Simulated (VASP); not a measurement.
**Pb: single point with PBE**

Crystal: Pb.

```
Pb
1.0
    -1.84277    1.93993    1.84015
     1.95782   -1.87230    1.88759
     1.94226    1.97180   -1.77253
Pb
1
Direct
  0.00000 0.00000 0.00000
```

This cell differs from its parent crystal: the cell strained at random.

| Item | Value |
| --- | --- |
| Program | VASP 6.6.1 |
| Task | single point |
| Functional | PBE |
| Potentials or basis | VASP PAW PBE potentials, release 64 (Pb_d) |
| Cutoff | 520 eV |
| k mesh | 14 × 14 × 14 |
| Occupations | gaussian, width 0.1 eV |
| Spin | no spin polarisation |

| Quantity | Value |
| --- | --- |
| Pressure | 6.3 GPa |
| Band gap on the k mesh | zero (bands 7 and 8 overlap by 9.48 eV) |

Stress tensor (GPa, compression positive):
```
 6.62 -1.41 -1.37
-1.41  6.79 -0.68
-1.37 -0.68  5.61
```

Levels at points of the mesh, in eV from the Fermi level:
| k point | band 5 | band 6 | band 7 | band 8 | band 9 | band 10 |
| --- | --- | --- | --- | --- | --- | --- |
| (0.00, 0.00, 0.00) | -16.88 | -12.24 | 7.30 | 8.25 | 8.58 | 11.16 |
| (0.50, 0.00, 0.00) | -16.74 | -8.05 | -4.43 | 3.81 | 5.29 | 8.03 |
| (0.00, 0.50, 0.00) | -16.76 | -8.23 | -4.47 | 3.95 | 5.32 | 8.13 |
| (0.50, 0.50, 0.00) | -16.71 | -7.73 | -4.36 | 3.42 | 6.15 | 7.72 |
| (0.00, 0.00, 0.50) | -16.76 | -8.43 | -4.56 | 4.47 | 6.14 | 8.79 |
| (0.50, 0.00, 0.50) | -16.69 | -7.39 | -4.18 | 2.77 | 5.21 | 7.00 |
| (0.00, 0.50, 0.50) | -16.71 | -7.60 | -4.25 | 2.81 | 5.57 | 6.99 |
| (0.50, 0.50, 0.50) | -16.72 | -4.83 | -0.94 | -0.58 | 0.29 | 4.46 |

Run time: 4 min on 1 thread of AMD EPYC 9R45 (Zen 5), with other jobs on the host, peak memory 0.5 GiB.

Caveat: the cell differs from its parent crystal (the cell strained at random); the cell stands under pressure; spin-orbit coupling is left out, which moves the levels of the heavy elements.
